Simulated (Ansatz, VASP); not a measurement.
**NaF: VASP beside Ansatz**

The input INCAR:

```
SYSTEM = NaF
  PREC = Accurate
  ENCUT = 520
  EDIFF = 1E-7
  ISMEAR = 0
  SIGMA = 0.1
  LREAL = .FALSE.
  LASPH = .TRUE.
  NELM = 100
  ALGO = Normal
  ISIF = 2
  LWAVE = .FALSE.
  LCHARG = .FALSE.
  GGA = PE
  NBANDS = 14
```

The input KPOINTS:

```
Automatic mesh
0
G
  6 6 6
  0 0 0
```

Contents of POSCAR:

```
NaF
1.0
    0.0000000000      2.3097635859      2.3097635859
    2.3097635859      0.0000000000      2.3097635859
    2.3097635859      2.3097635859      0.0000000000
Na F
1 1
Direct
    0.0000000000      0.0000000000      0.0000000000
    0.5000000000      0.5000000000      0.5000000000
```

Input for Ansatz:

```yaml
crystal:
  lattice:
    - [0.0, 2.3097635859, 2.3097635859]
    - [2.3097635859, 0.0, 2.3097635859]
    - [2.3097635859, 2.3097635859, 0.0]
  atoms:
    - { symbol: Na, position: [0.0, 0.0, 0.0] }
    - { symbol: F, position: [0.5, 0.5, 0.5] }
basis:
  ecutwfc: 420
kpoints:
  mp_grid: { grid: [6, 6, 6] }
hamiltonian:
  xc: pbe
scf:
  occupations: { method: gaussian, width: 0.1 }
output:
  forces: true
  stress: true
  eigenvalues: true
```

Alike in both runs: task single point; functional PBE; k mesh 6 × 6 × 6; occupations gaussian, width 0.1 eV; no spin polarisation.

|  | VASP | Ansatz |
| --- | --- | --- |
| version | VASP 6.6.1 | Ansatz 0.2.0 |
| potentials or method | VASP PAW PBE potentials, release 64 (Na_pv, F), cutoff 520 eV | scalar-relativistic, plane waves, PAW |
| valence electrons in the cell | 14 | 16 |

```tsv
	VASP	Ansatz	Ansatz less VASP
gap on the k mesh at the Fermi level (eV)	6.35	6.37	+0.017
least direct gap on the mesh (eV)	6.35	6.37	+0.017
pressure (GPa)	2.5	2.7	+0.11
```

VASP's potentials hold 14 valence electrons a cell and Ansatz's 16, so a difference there can come from the potentials and not from the codes.
